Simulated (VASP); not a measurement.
## Si: single point with LDA

The system is Si.

```
Si
1.0
     3.96717    0.00000    0.00000
    -1.98358    3.43567    0.00000
     0.00000    0.00000    5.77500
Si
4
Cartesian
  0.0000 2.2904 0.3640
  1.9836 1.1452 3.2515
  0.0000 2.2904 2.5235
  1.9836 1.1452 5.4110
```

This isn't the form of Si at room conditions, which is diamond.

This cell differs from its parent crystal: atoms shifted along a free coordinate, c/a of the conventional cell at fixed volume 1.4557.

| Item | Value |
| --- | --- |
| Program | VASP 6.6.1 |
| Task | single point |
| Functional | LDA |
| Potentials or basis | VASP PAW LDA potentials, release 64 (Si) |
| Cutoff | 520 eV |
| k mesh | 12 × 12 × 6 |
| Occupations | gaussian, width 0.03 eV |
| Spin | no spin polarisation |

```yaml
Pressure: 2.7 GPa
Largest_force: 2.064 eV/Å
Band_gap_on_the_k_mesh: zero (bands 8 and 9 overlap by 0.42 eV)
```

Forces in eV/Å, atoms in the order of the input:
```
Si   0.000  0.000 -2.064
Si   0.000  0.000 -2.064
Si   0.000  0.000  2.064
Si   0.000  0.000  2.064
```

Stress tensor (GPa, compression positive):
```
-8.88  0.00  0.00
 0.00 -8.88  0.00
 0.00  0.00 25.90
```

Levels at points of the mesh, in eV from the Fermi level:
```csv
k point,band 6,band 7,band 8,band 9,band 10,band 11
"(0.00, 0.00, 0.00)",-0.17,-0.16,0.33,0.33,1.42,1.42
"(0.50, 0.00, 0.00)",-3.40,-3.11,-0.93,-0.09,2.67,2.73
"(0.00, 0.00, 0.50)",-1.20,-1.20,-1.20,1.08,1.08,2.76
"(0.50, 0.00, 0.50)",-2.52,-1.87,-1.87,0.94,0.94,2.49
```

Wall time 2.9 min on 1 thread of Intel Xeon 8259CL, on a shared host, peak memory 0.2 GiB.

Caveat: semilocal functionals underestimate gaps, so a narrow gap can read as zero; forces of over 1 eV/Å act on the atoms, so gaps and moduli don't describe the material at rest.
